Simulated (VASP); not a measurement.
Runs of VASP 6.6.1 on NaH. The structure is that of space group Fm-3m (No. 225), or close to it. The cells are those of the table. 

```csv
cell,gap on the mesh (eV),pressure (GPa)
"a = 3.509, b = 3.509, c = 3.544 Å, angles 59.7, 59.7, 60.7°, 2 atoms",4.21,-2.4
"a = 3.533, b = 3.533, c = 3.497 Å, angles 60.3, 60.3, 59.3°, 2 atoms",4.21,-2.4
"a = 3.545, b = 3.545, c = 3.474 Å, angles 60.7, 60.7, 58.7°, 2 atoms",4.20,-2.4
"a = 3.477, b = 3.477, c = 3.512 Å, angles 59.7, 59.7, 60.7°, 2 atoms",4.25,(a)
"a = 3.559, b = 3.559, c = 3.451 Å, angles 61.0, 61.0, 58.0°, 2 atoms",4.18,-2.4
```

Alike in all rows: task single point; level r2SCAN; potentials or basis VASP PAW PBE potentials, release 64 (Na_pv, H); no spin polarisation; k mesh 10 × 10 × 10; cutoff (eV) 520; smearing fermi-dirac 0.2 eV.

Question: Estimate the missing entries.

Answer: (a) -1.9.

Caveats: the PAW data sets were made with another functional, which shifts forces and pressure a little.

A k mesh can miss the band edges.
